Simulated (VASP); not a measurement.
# KCl (F-43m) in VASP: single point with r2SCAN

Aim: the single point of KCl with r2SCAN.

All numbers are computed with VASP 6.6.1; they aren't measurements. Logs are shortened: lines on timing, memory, paths and dates and some standing lists are left out, and cuts for length are marked.

**1. The cell of the first run**

It takes space group F-43m (No. 216, cubic). The conventional cell has a = 7.015 Å, b = 7.015 Å, c = 7.015 Å, α = 90.00°, β = 90.00°, γ = 90.00°. K (site symmetry -43m) has 4 Cl at 3.04 Å within 4.0 Å. Cl (site symmetry -43m) has 4 K at 3.04 Å within 4.0 Å.

**2. Single point, r2SCAN**

POSCAR reads:

```
KCl
1.0
    0.0000000000      3.5072828324      3.5072828324
    3.5072828324      0.0000000000      3.5072828324
    3.5072828324      3.5072828324      0.0000000000
K Cl
1 1
Direct
    0.0000000000      0.0000000000      0.0000000000
    0.2500000000      0.2500000000      0.2500000000
```

INCAR.step1 reads:

```
SYSTEM = KCl
PREC = Accurate ; ENCUT = 520
ISMEAR = 0 ; SIGMA = 0.01
LREAL = .FALSE. ; LASPH = .TRUE.
NELM = 80 ; NBANDS = 15
GGA = PE ; ALGO = Normal
EDIFF = 1E-4 ; LWAVE = .TRUE.
LCHARG = .FALSE.
```

INCAR.step2 reads:

```
SYSTEM = KCl
PREC = Accurate ; ENCUT = 520
EDIFF = 1E-6 ; ISMEAR = 0
SIGMA = 0.01 ; LREAL = .FALSE.
LASPH = .TRUE. ; NELM = 80
ALGO = Normal ; ISIF = 2
LWAVE = .FALSE. ; LCHARG = .FALSE.
METAGGA = R2SCAN ; LMIXTAU = .TRUE.
NBANDS = 15 ; ISTART = 1
```

KPOINTS reads:

```
Automatic mesh
0
G
  4 4 4
  0 0 0
```

Potentials or basis: VASP PAW PBE potentials, release 64 (K_sv, Cl).

The run is started by

```console
> cat potpaw_PBE.64/K_sv/POTCAR potpaw_PBE.64/Cl/POTCAR > POTCAR
> cp INCAR.step1 INCAR
> mpirun -np 1 vasp_std > vasp.out
> cp INCAR.step2 INCAR
> mpirun -np 1 vasp_std > vasp.out
```

OUTCAR:

```text
SYSTEM = KCl
   PREC = Accurate
   ENCUT = 520
   EDIFF = 1E-6
   ISMEAR = 0
   LREAL = .FALSE.
   LASPH = .TRUE.
   NELM = 80
   ISIF = 2
   METAGGA = R2SCAN
   ISTART = 1

 ion  position               nearest neighbor table
   1  0.000  0.000  0.000-   2 3.04   2 3.04   2 3.04   2 3.04
   2  0.250  0.250  0.250-   1 3.04   1 3.04   1 3.04   1 3.04

  LATTYP: Found a face centered cubic cell.
 ALAT       =     7.0145656648

  Lattice vectors:

 A1 = (   0.0000000000,   3.5072828324,   3.5072828324)
 A2 = (   3.5072828324,   0.0000000000,   3.5072828324)
 A3 = (   3.5072828324,   3.5072828324,   0.0000000000)

Analysis of symmetry for initial positions (statically):
=====================================================================
 Subroutine PRICEL returns:
 Original cell was already a primitive cell.

 Routine SETGRP: Setting up the symmetry group for a
 face centered cubic supercell.

 Subroutine GETGRP returns: Found 24 space group operations
 (whereof 24 operations were pure point group operations)
 out of a pool of 48 trial point group operations.

The static configuration has the point symmetry T_d .

Analysis of symmetry for dynamics (positions and initial velocities):
=====================================================================
 Subroutine PRICEL returns:
 Original cell was already a primitive cell.

 Routine SETGRP: Setting up the symmetry group for a
 face centered cubic supercell.

 Subroutine GETGRP returns: Found 24 space group operations
 (whereof 24 operations were pure point group operations)
 out of a pool of 48 trial point group operations.

The dynamic configuration has the point symmetry T_d .

 Subroutine INISYM returns: Found 24 space group operations
 (whereof 24 operations are pure point group operations),
 and found     1 'primitive' translations

----------------------------------------------------------------------------------------

                                     Primitive cell

  volume of cell :      86.2864

  direct lattice vectors                    reciprocal lattice vectors
     0.000000000  3.507282832  3.507282832    -0.142560502  0.142560502  0.142560502
     3.507282832  0.000000000  3.507282832     0.142560502 -0.142560502  0.142560502
     3.507282832  3.507282832  0.000000000     0.142560502  0.142560502 -0.142560502

  length of vectors
     4.960046949  4.960046949  4.960046949     0.246922032  0.246922032  0.246922032

  position of ions in fractional coordinates (direct lattice)
     0.000000000  0.000000000  0.000000000
     0.250000000  0.250000000  0.250000000

  ion indices of the primitive-cell ions
   primitive index   ion index
                 1           1
                 2           2

----------------------------------------------------------------------------------------

 KPOINTS: Automatic mesh

Automatic generation of k-mesh.
 Grid dimensions read from file:
 generate k-points for:    4    4    4

 Generating k-lattice:

  Cartesian coordinates                     Fractional coordinates (reciprocal lattice)
    -0.035640125  0.035640125  0.035640125     0.250000000  0.000000000  0.000000000
     0.035640125 -0.035640125  0.035640125     0.000000000  0.250000000  0.000000000
     0.035640125  0.035640125 -0.035640125     0.000000000  0.000000000  0.250000000

  Length of vectors
     0.061730508  0.061730508  0.061730508

  Shift w.r.t. Gamma in fractional coordinates (k-lattice)
     0.000000000  0.000000000  0.000000000

 Subroutine IBZKPT returns following result:
 ===========================================

 Found      8 irreducible k-points:

 Following reciprocal coordinates:
            Coordinates               Weight
  0.000000  0.000000  0.000000      1.000000
  0.250000  0.000000  0.000000      8.000000
  0.500000  0.000000  0.000000      4.000000
  0.250000  0.250000  0.000000      6.000000
  0.500000  0.250000  0.000000     24.000000
 -0.250000  0.250000  0.000000     12.000000
  0.500000  0.500000  0.000000      3.000000
 -0.250000  0.500000  0.250000      6.000000
   k-points           NKPTS =      8   k-points in BZ     NKDIM =      8   number of bands    NBANDS=     15
   number of dos      NEDOS =    301   number of ions     NIONS =      2
   total plane-waves  NPLWV =  64000
   dimension x,y,z NGX =    40 NGY =   40 NGZ =   40
   dimension x,y,z NGXF=    80 NGYF=   80 NGZF=   80
   ions per type =               1   1
   NGX,Y,Z   is equivalent  to a cutoff of  13.41, 13.41, 13.41 a.u.
   NGXF,Y,Z  is equivalent  to a cutoff of  26.81, 26.81, 26.81 a.u.
 SYSTEM =  KCl
   PREC   = accura    normal or accurate (medium, high low for compatibility)
   ISTART =      1    job   : 0-new  1-cont  2-samecut
   ICHARG =      0    charge: 1-file 2-atom 10-const
   ISPIN  =      1    spin polarized calculation?
   LNONCOLLINEAR =      F non collinear calculations
   LSORBIT =      F    spin-orbit coupling
   LASPH  =      T    aspherical Exc in radial PAW
   ENCUT  =  520.0 eV  38.22 Ry    6.18 a.u.   9.22  9.22  9.22*2*pi/ulx,y,z
   NELM   =     80;   NELMIN=  2; NELMDL=  0     # of ELM steps
   EDIFF  = 0.1E-05   stopping-criterion for ELM
   LREAL  =      F    real-space projection
   EDIFFG = 0.1E-04   stopping-criterion for IOM
   NSW    =      0    number of steps for IOM
   IBRION =     -1    ionic relax: 0-MD 1-quasi-New 2-CG
   NFREE  =      0    steps in history (QN), initial steepest desc. (CG)
   ISIF   =      2    stress and relaxation
   ISYM   =      2    0-nonsym 1-usesym 2-fastsym
   POTIM  = 0.5000    time-step for ionic-motion
   TEBEG  =    0.0;   TEEND  =   0.0 temperature during run
   PSTRESS=    0.0 pullay stress
   NELECT =      16.0000    total number of electrons
   NUPDOWN=      -1.0000    fix difference up-down
   EMIN   =  10.00;   EMAX   =-10.00  energy-range for DOS
   EFERMI =   0.00;   METHOD = LEGACY
   ISMEAR =     0;   SIGMA  =   0.01  broadening in eV -4-tet -1-fermi 0-gaus
   EFERMI_NEDOS =   21; number of points for ismear=-14 and -15
   IALGO  =     38    algorithm
   IMIX   =      4    mixing-type and parameters
     AMIX     =   0.40;   BMIX     =  1.00
     AMIX_MAG =   1.60;   BMIX_MAG =  1.00
  volume/ion in A,a.u.               =      43.14       291.14
  Fermi-wavevector in a.u.,A,eV,Ry     =   0.933542  1.764139 11.857496  0.871501
  Thomas-Fermi vector in A             =   2.060255
   LORBIT       =      0    0 simple, 1 ext, 2 COOP (PROOUT), +10 PAW based schemes
   METAGGA = R2SCAN    functional components
   LHFCALC =     F    Hartree Fock is set to
   AEXX    =    0.0000 exact exchange contribution
   IVDW    =     0    specifies the selected vdW correction
   LEPSILON=     F    determine dielectric tensor
   LRPA    =     F    only Hartree local field effects (RPA)
 non-spin polarized calculation
 Gauss-broadening in eV      SIGMA  =   0.01
  energy-cutoff  :      520.00
  volume of cell :       86.29
 maximum number of plane-waves:      2346
 NGX is ok and might be reduce to    40
   NGX = 19   NGY = 19   NGZ = 19

 number of electron      16.0000000 magnetization

 Free energy of the ion-electron system (eV)
  ---------------------------------------------------
  ext. energy  EPLUGINS =         0.00000000
  ---------------------------------------------------
  free energy    TOTEN  =       -16.22190378 eV

  energy without entropy =      -16.22190378  energy(sigma->0) =      -16.22190378

 E-fermi :  -3.5210     XC(G=0):  -6.3707

 val. band max:       -3.5949629176   @ k =   0.5000   0.5000   0.0000
 cond. band min:       1.7575133778   @ k =   0.0000   0.0000   0.0000
 fundamental gap:      5.3524762955
 Fermi energy:        -3.5210444784

 k-point     1 :       0.0000    0.0000    0.0000
  band No.  band energies     occupation
      1     -31.9432      2.00000
      2     -15.8893      2.00000
      3     -14.6655      2.00000
      4     -14.6655      2.00000
      5     -14.6655      2.00000
      6      -3.6319      2.00000
      7      -3.6319      2.00000
      8      -3.6319      2.00000
      9       1.7575      0.00000
     10       6.5440      0.00000
     11       6.5440      0.00000
     12       7.5513      0.00000
     13       7.5513      0.00000
     14       7.5513      0.00000
     15       8.7228      0.00000

 k-point     2 :       0.2500    0.0000    0.0000
  band No.  band energies     occupation
      1     -31.9418      2.00000
      2     -15.9774      2.00000
      3     -14.6707      2.00000
      4     -14.6707      2.00000
      5     -14.5674      2.00000
      6      -3.7982      2.00000
      7      -3.6174      2.00000
      8      -3.6174      2.00000
      9       2.6438      0.00000
     10       6.1174      0.00000
     11       6.1174      0.00000
     12       6.4850      0.00000
     13       7.6350      0.00000
     14       8.0376      0.00000
     15       8.0376      0.00000

 k-point     3 :       0.5000    0.0000    0.0000
  band No.  band energies     occupation
      1     -31.9403      2.00000
      2     -16.0536      2.00000
      3     -14.6760      2.00000
      4     -14.6760      2.00000
      5     -14.4820      2.00000
      6      -3.9232      2.00000
      7      -3.6038      2.00000
      8      -3.6038      2.00000
      9       4.1989      0.00000
     10       4.5058      0.00000
     11       6.0730      0.00000
     12       6.0730      0.00000
     13       7.6486      0.00000
     14       7.6486      0.00000
     15       8.3806      0.00000

 k-point     4 :       0.2500    0.2500    0.0000
  band No.  band energies     occupation
      1     -31.9413      2.00000
      2     -16.0033      2.00000
      3     -14.6782      2.00000
      4     -14.6782      2.00000
      5     -14.5265      2.00000
      6      -3.8389      2.00000
      7      -3.6146      2.00000
      8      -3.6146      2.00000
      9       2.8949      0.00000
     10       5.0096      0.00000
     11       7.0501      0.00000
     12       7.0857      0.00000
     13       7.8558      0.00000
     14       7.8558      0.00000
     15       8.5810      0.00000

 k-point     5 :       0.5000    0.2500    0.0000
  band No.  band energies     occupation
      1     -31.9398      2.00000
      2     -16.0748      2.00000
      3     -14.6947      2.00000
      4     -14.6834      2.00000
      5     -14.4344      2.00000
      6      -3.8868      2.00000
      7      -3.6717      2.00000
      8      -3.5995      2.00000
      9       3.8021      0.00000
     10       4.7247      0.00000
     11       6.2573      0.00000
     12       6.6262      0.00000
     13       7.8939      0.00000
     14       8.1053      0.00000
     15       8.3121      0.00000

 k-point     6 :      -0.2500    0.2500    0.0000
  band No.  band energies     occupation
      1     -31.9403      2.00000
      2     -16.0518      2.00000
      3     -14.6947      2.00000
      4     -14.6760      2.00000
      5     -14.4647      2.00000
      6      -3.8320      2.00000
      7      -3.7002      2.00000
      8      -3.6018      2.00000
      9       3.5937      0.00000
     10       5.2304      0.00000
     11       5.8921      0.00000
     12       6.1965      0.00000
     13       7.9864      0.00000
     14       8.1877      0.00000
     15       8.3304      0.00000

 k-point     7 :       0.5000    0.5000    0.0000
  band No.  band energies     occupation
      1     -31.9393      2.00000
      2     -16.0976      2.00000
      3     -14.6909      2.00000
      4     -14.6909      2.00000
      5     -14.4078      2.00000
      6      -3.9838      2.00000
      7      -3.5950      2.00000
      8      -3.5950      2.00000
      9       3.5732      0.00000
     10       4.6918      0.00000
     11       7.2964      0.00000
     12       7.5022      0.00000
     13       7.5022      0.00000
     14       7.7804      0.00000
     15       7.9680      0.00000

 k-point     8 :      -0.2500    0.5000    0.2500
  band No.  band energies     occupation
      1     -31.9393      2.00000
      2     -16.0959      2.00000
      3     -14.7013      2.00000
      4     -14.6913      2.00000
      5     -14.3993      2.00000
      6      -3.8142      2.00000
      7      -3.7687      2.00000
      8      -3.5997      2.00000
      9       3.7807      0.00000
     10       4.6849      0.00000
     11       6.9654      0.00000
     12       7.0817      0.00000
     13       7.3168      0.00000
     14       7.7432      0.00000
     15       8.4278      0.00000

------------------------ aborting loop because EDIFF is reached ----------------------------------------

  FORCE on cell =-STRESS in cart. coord.  units (eV):
  Direction    XX          YY          ZZ          XY          YZ          ZX
  --------------------------------------------------------------------------------------
  -------------------------------------------------------------------------------------
  Total       -0.0053961     -0.0053961     -0.0053961      0.0000000     -0.0000000      0.0000000
  in kB       -0.1001946     -0.1001946     -0.1001946      0.0000000     -0.0000000      0.0000000
  external PRESSURE =      -0.1001946 kB  Pullay stress =       0.0000000 kB

 VOLUME and BASIS-vectors are now :
 -----------------------------------------------------------------------------
  energy-cutoff  :      520.00
  volume of cell :       86.29
      direct lattice vectors                 reciprocal lattice vectors
     0.000000000  3.507282832  3.507282832    -0.142560502  0.142560502  0.142560502
     3.507282832  0.000000000  3.507282832     0.142560502 -0.142560502  0.142560502
     3.507282832  3.507282832  0.000000000     0.142560502  0.142560502 -0.142560502

 POSITION                                       TOTAL-FORCE (eV/Angst)
 -----------------------------------------------------------------------------------
      0.00000      0.00000      0.00000         0.000000     -0.000000     -0.000000
      1.75364      1.75364      1.75364        -0.000000      0.000000      0.000000
 -----------------------------------------------------------------------------------
    total drift:                               -0.000000     -0.000000     -0.000000

  FREE ENERGIE OF THE ION-ELECTRON SYSTEM (eV)
  ---------------------------------------------------
  free  energy   TOTEN  =       -16.2219037759 eV

  energy  without entropy=      -16.2219037759  energy(sigma->0) =      -16.22190378
```

Run time: 44 s. Hardware: 1 thread of AMD EPYC 9R45 (Zen 5), shared host; peak memory 0.22 GiB.

Results:

| Item | Value |
| --- | --- |
| Free energy | -16.2219 eV |
| Pressure | 0.0 GPa |
| Band gap on the k mesh | 5.35 eV, indirect (least direct gap 5.39 eV) |

Caveat: the PAW data sets were made with another functional, which shifts forces and pressure a little.
